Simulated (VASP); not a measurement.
# Si in VASP: a series of runs

Runs on Si. Level: PBEsol. Tasks: single point.

Everything below comes from runs of VASP 6.6.1. Logs are shortened: lines on timing, memory, paths and dates and some standing lists are left out, and cuts for length are marked.

## (1) The cell of the first run

The cell holds a slab with vacuum, 6 atoms: a = 3.842 Å, b = 3.842 Å, c = 23.058 Å, α = 90.00°, β = 90.00°, γ = 120.00°.

## (2) Single point, PBEsol

Contents of INCAR:

```
  PREC = Accurate
  ENCUT = 520
  EDIFF = 1E-6
  ISMEAR = -1
  SIGMA = 0.02
  LREAL = F
  LASPH = T
  NELM = 80
  ALGO = Normal
  ISIF = 2
  LWAVE = F
  LCHARG = T
  LDIPOL = T
  IDIPOL = 3
  DIPOL = 0.5 0.5 0.500
  GGA = PS
  LELF = T
  LVHAR = T
  LVACPOTAV = T
  EFIELD = -0.1
  NBANDS = 21
```

Contents of KPOINTS:

```
Automatic mesh
0
Gamma
  9 9 1
```

Contents of POSCAR:

```
Si
1.0
    3.8418213872      0.0000000000      0.0000000000
   -1.9209106936      3.3271149181      0.0000000000
    0.0000000000      0.0000000000     23.0579000000
Si
6
Direct
    0.0000000000      0.0000000000      0.3495562938
    0.3333333333      0.6666666667      0.3788983513
    0.3333333333      0.6666666667      0.4835215026
    0.6666666667      0.3333333333      0.5164784983
    0.6666666667      0.3333333333      0.6211016525
    0.0000000000      0.0000000000      0.6504436999
```

Potentials or basis: VASP PAW PBE potentials, release 64 (Si).

Command:

```
$ cat potpaw_PBE.64/Si/POTCAR > POTCAR
$ mpirun -np 1 vasp_std > vasp.out
```

OUTCAR:

```text
PREC = Accurate
   ENCUT = 520
   EDIFF = 1E-6
   ISMEAR = -1
   LREAL = F
   LASPH = T
   NELM = 80
   ISIF = 2
   GGA = PS

 ion  position               nearest neighbor table
   1  0.000  0.000  0.350-   2 2.32   2 2.32   2 2.32
   2  0.333  0.667  0.379-   1 2.32   1 2.32   1 2.32   3 2.41
   3  0.333  0.667  0.484-   4 2.34   4 2.34   4 2.34   2 2.41
   4  0.667  0.333  0.516-   3 2.34   3 2.34   3 2.34   5 2.41
   5  0.667  0.333  0.621-   6 2.32   6 2.32   6 2.32   4 2.41
   6  0.000  0.000  0.650-   5 2.32   5 2.32   5 2.32

  LATTYP: Found a hexagonal cell.
 ALAT       =     3.8418213872
 C/A-ratio  =     6.0018146801

  Lattice vectors:

 A1 = (   3.8418213872,   0.0000000000,   0.0000000000)
 A2 = (  -1.9209106936,   3.3271149181,   0.0000000000)
 A3 = (   0.0000000000,   0.0000000000,  23.0579000000)

Analysis of symmetry for initial positions (statically):
=====================================================================
 Subroutine PRICEL returns:
 Original cell was already a primitive cell.

 Routine SETGRP: Setting up the symmetry group for a
 hexagonal supercell.

 Subroutine GETGRP returns: Found 12 space group operations
 (whereof 12 operations were pure point group operations)
 out of a pool of 24 trial point group operations.

The static configuration has the point symmetry D_3d.

Analysis of symmetry for dynamics (positions and initial velocities):
=====================================================================
 An external electric field (EFIELD) may reduce the allowed symmetry operations
 Subroutine PRICEL returns:
 Original cell was already a primitive cell.

 Routine SETGRP: Setting up the symmetry group for a
 hexagonal supercell.

 Subroutine GETGRP returns: Found  6 space group operations
 (whereof  6 operations were pure point group operations)
 out of a pool of 24 trial point group operations.

The dynamic configuration has the point symmetry C_3v.

 Subroutine INISYM returns: Found  6 space group operations
 (whereof  6 operations are pure point group operations),
 and found     1 'primitive' translations

----------------------------------------------------------------------------------------

[... 87 lines left out ...]
   EDIFF  = 0.1E-05   stopping-criterion for ELM
   LREAL  =      F    real-space projection
   EDIFFG = 0.1E-04   stopping-criterion for IOM
   NSW    =      0    number of steps for IOM
   IBRION =     -1    ionic relax: 0-MD 1-quasi-New 2-CG
   NFREE  =      0    steps in history (QN), initial steepest desc. (CG)
   ISIF   =      2    stress and relaxation
   ISYM   =      2    0-nonsym 1-usesym 2-fastsym
   POTIM  = 0.5000    time-step for ionic-motion
   TEBEG  =    0.0;   TEEND  =   0.0 temperature during run
   PSTRESS=    0.0 pullay stress
   NELECT =      24.0000    total number of electrons
   NUPDOWN=      -1.0000    fix difference up-down
   EMIN   =  10.00;   EMAX   =-10.00  energy-range for DOS
   EFERMI =   0.00;   METHOD = LEGACY
   ISMEAR =    -1;   SIGMA  =   0.02  broadening in eV -4-tet -1-fermi 0-gaus
   EFERMI_NEDOS =   21; number of points for ismear=-14 and -15
   IALGO  =     38    algorithm
   IMIX   =      4    mixing-type and parameters
     AMIX     =   0.40;   BMIX     =  1.00
     AMIX_MAG =   1.60;   BMIX_MAG =  1.00
  volume/ion in A,a.u.               =      49.12       331.49
  Fermi-wavevector in a.u.,A,eV,Ry     =   0.709584  1.340919  6.850657  0.503509
  Thomas-Fermi vector in A             =   1.796204
   LORBIT       =      0    0 simple, 1 ext, 2 COOP (PROOUT), +10 PAW based schemes
   GGA     = PS    functional components
   LHFCALC =     F    Hartree Fock is set to
   AEXX    =    0.0000 exact exchange contribution
   IVDW    =     0    specifies the selected vdW correction
   LEPSILON=     F    determine dielectric tensor
   LRPA    =     F    only Hartree local field effects (RPA)
 non-spin polarized calculation
  energy-cutoff  :      520.00
  volume of cell :      294.73
 maximum number of plane-waves:      7962
 NGX is ok and might be reduce to    30
   NGX = 15   NGY = 15   NGZ = 85

 dipolmoment           0.000000      0.000000      0.020750 electrons x Angstroem

 number of electron      24.0000002 magnetization

 dipolmoment           0.000000      0.000000     -0.071560 electrons x Angstroem

 Free energy of the ion-electron system (eV)
  ---------------------------------------------------
  ext. energy  EPLUGINS =         0.00000000
  ---------------------------------------------------
  free energy    TOTEN  =       -31.95343253 eV

  energy without entropy =      -31.94606649  energy(sigma->0) =      -31.94974951

 E-fermi :  -0.5450     XC(G=0):  -4.6105

 val. band max:       -0.5586380615   @ k =   0.4444   0.1111   0.0000
 cond. band min:      -0.5233792345   @ k =   0.2222   0.2222   0.0000
 fundamental gap:      0.0352588270
 Fermi energy:        -0.5450447606

 k-point     1 :       0.0000    0.0000    0.0000
  band No.  band energies     occupation
      1     -12.2717      2.00000
      2     -11.5591      2.00000
      3     -10.6279      2.00000
      4      -6.3706      2.00000
      5      -4.1185      2.00000
      6      -1.6609      2.00000
[... 277 lines left out ...]
     20       5.3172      0.00000
     21       5.3352      0.00000

------------------------ aborting loop because EDIFF is reached ----------------------------------------

  FORCE on cell =-STRESS in cart. coord.  units (eV):
  Direction    XX          YY          ZZ          XY          YZ          ZX
  --------------------------------------------------------------------------------------
  -------------------------------------------------------------------------------------
  Total       -0.0634383     -0.0634383      0.0694221     -0.0000000     -0.0000000     -0.0000000
  in kB       -0.3448554     -0.3448554      0.3773841     -0.0000000     -0.0000000     -0.0000000
  external PRESSURE =      -0.1041089 kB  Pullay stress =       0.0000000 kB

 VOLUME and BASIS-vectors are now :
 -----------------------------------------------------------------------------
  energy-cutoff  :      520.00
  volume of cell :      294.73
      direct lattice vectors                 reciprocal lattice vectors
     3.841821387  0.000000000  0.000000000     0.260293205  0.150280352  0.000000000
    -1.920910694  3.327114918  0.000000000     0.000000000  0.300560703  0.000000000
     0.000000000  0.000000000 23.057900000     0.000000000  0.000000000  0.043369084

 POSITION                                       TOTAL-FORCE (eV/Angst)
 -----------------------------------------------------------------------------------
      0.00000      0.00000      8.06003         0.000000     -0.000000     -0.010706
     -0.00000      2.21808      8.73660        -0.000000      0.000000      0.001819
     -0.00000      2.21808     11.14899        -0.000000      0.000000     -0.003082
      1.92091      1.10904     11.90891        -0.000000      0.000000      0.008225
      1.92091      1.10904     14.32130        -0.000000     -0.000000     -0.001458
      0.00000      0.00000     14.99787         0.000000      0.000000      0.005202
 -----------------------------------------------------------------------------------
    total drift:                               -0.000000      0.000000      0.001505

  FREE ENERGIE OF THE ION-ELECTRON SYSTEM (eV)
  ---------------------------------------------------
  free  energy   TOTEN  =       -31.9534325273 eV

  energy  without entropy=      -31.9460664896  energy(sigma->0) =      -31.94974951
```

It took 84 s on 1 thread of Intel Xeon 6975P-C (Granite Rapids), shared host; peak memory 0.4 GiB.

Results:

```
Free energy            : -31.9534 eV
Largest force          : 0.011 eV/Å
Band gap on the k mesh : zero (band 12 reaches -0.52 eV, above the bottom of band 13 at -0.56 eV)
```

Forces on the atoms (eV/Å):
```
Si   0.000  0.000 -0.011
Si   0.000  0.000  0.002
Si   0.000  0.000 -0.003
Si   0.000  0.000  0.008
Si   0.000  0.000 -0.001
Si   0.000  0.000  0.005
```

Levels at points of the mesh, in eV from the Fermi level:
```
           k point  band 9  band 10  band 11  band 12  band 13  band 14  band 15  band 16
(0.00, 0.00, 0.00)   -0.78    -0.62    -0.31    -0.31     1.01     1.61     2.44     2.72
```

Caveat: the PAW data sets were made with another functional, which shifts forces and pressure a little.

## (3) Single point, PBEsol

Contents of INCAR:

```
SYSTEM = Si
ALGO = Normal
EDIFF = 1E-6
ENCUT = 520
GGA = PS
ISIF = 2
ISMEAR = -1
LASPH = .True.
LCHARG = .True.
LELF = .True.
LREAL = .False.
LVHAR = .True.
LWAVE = .False.
NBANDS = 21
NELM = 80
PREC = Accurate
SIGMA = 0.02
```

Contents of KPOINTS:

```
k-points
0
Gamma
  9 9 1
  0 0 0
```

POSCAR is that of step 2.

Potentials or basis: VASP PAW PBE potentials, release 64 (Si).

Command:

```
$ cat potpaw_PBE.64/Si/POTCAR > POTCAR
$ mpirun -np 1 vasp_std > vasp.out
```

OUTCAR:

```text
SYSTEM = Si
   EDIFF = 1E-6
   ENCUT = 520
   GGA = PS
   ISIF = 2
   ISMEAR = -1
   LASPH = .True.
   LREAL = .False.
   NELM = 80
   PREC = Accurate

 ion  position               nearest neighbor table
   1  0.000  0.000  0.350-   2 2.32   2 2.32   2 2.32
   2  0.333  0.667  0.379-   1 2.32   1 2.32   1 2.32   3 2.41
   3  0.333  0.667  0.484-   4 2.34   4 2.34   4 2.34   2 2.41
   4  0.667  0.333  0.516-   3 2.34   3 2.34   3 2.34   5 2.41
   5  0.667  0.333  0.621-   6 2.32   6 2.32   6 2.32   4 2.41
   6  0.000  0.000  0.650-   5 2.32   5 2.32   5 2.32

  LATTYP: Found a hexagonal cell.
[... 478 lines left out ...]
  -------------------------------------------------------------------------------------
  Total       -0.0652321     -0.0652321      0.0254183     -0.0000000      0.0000000      0.0000000
  in kB       -0.3546068     -0.3546068      0.1381761     -0.0000000      0.0000000      0.0000000
  external PRESSURE =      -0.1903458 kB  Pullay stress =       0.0000000 kB

 VOLUME and BASIS-vectors are now :
 -----------------------------------------------------------------------------
  energy-cutoff  :      520.00
  volume of cell :      294.73
      direct lattice vectors                 reciprocal lattice vectors
     3.841821387  0.000000000  0.000000000     0.260293205  0.150280352  0.000000000
    -1.920910694  3.327114918  0.000000000     0.000000000  0.300560703  0.000000000
     0.000000000  0.000000000 23.057900000     0.000000000  0.000000000  0.043369084

 POSITION                                       TOTAL-FORCE (eV/Angst)
 -----------------------------------------------------------------------------------
      0.00000      0.00000      8.06003        -0.000000      0.000000     -0.005258
     -0.00000      2.21808      8.73660         0.000000      0.000000      0.001068
     -0.00000      2.21808     11.14899        -0.000000      0.000000     -0.004273
      1.92091      1.10904     11.90891        -0.000000     -0.000000      0.004273
      1.92091      1.10904     14.32130        -0.000000      0.000000     -0.001068
      0.00000      0.00000     14.99787        -0.000000      0.000000      0.005258
 -----------------------------------------------------------------------------------
    total drift:                                0.000000     -0.000000      0.000010

  FREE ENERGIE OF THE ION-ELECTRON SYSTEM (eV)
  ---------------------------------------------------
  free  energy   TOTEN  =       -31.9499322397 eV

  energy  without entropy=      -31.9425949833  energy(sigma->0) =      -31.94626361
```

stdout:

```text
POSCAR found type information on POSCAR Si
 POSCAR found :  1 types and       6 ions
 scaLAPACK will be used
 -----------------------------------------------------------------------------
|                                                                             |
|                                                                             |
|     You enforced a specific xc type in the INCAR file but a different       |
|     I HOPE YOU KNOW WHAT YOU ARE DOING!                                     |
|                                                                             |
 -----------------------------------------------------------------------------

 LDA part: xc-table for (Slater+PW92), standard interpolation
 POSCAR, INCAR and KPOINTS ok, starting setup
 FFT: planning ... GRIDC
 FFT: planning ... GRID_SOFT
 FFT: planning ... GRID
 WAVECAR not read
 entering main loop
```

Wall time 78 s (1 thread of Intel Xeon 6975P-C (Granite Rapids), shared host); peak memory 0.4 GiB.

What came out:

| Item | Value |
| --- | --- |
| Free energy | -31.9499 eV |
| Largest force | 0.005 eV/Å |
| Band gap on the k mesh | zero (band 12 reaches -0.49 eV, above the bottom of band 13 at -0.52 eV) |

Forces in eV/Å, atoms in the order of the input:
```
Si   0.000  0.000 -0.005
Si   0.000  0.000  0.001
Si   0.000  0.000 -0.004
Si   0.000  0.000  0.004
Si   0.000  0.000 -0.001
Si   0.000  0.000  0.005
```

Caveat: the PAW data sets were made with another functional, which shifts forces and pressure a little.
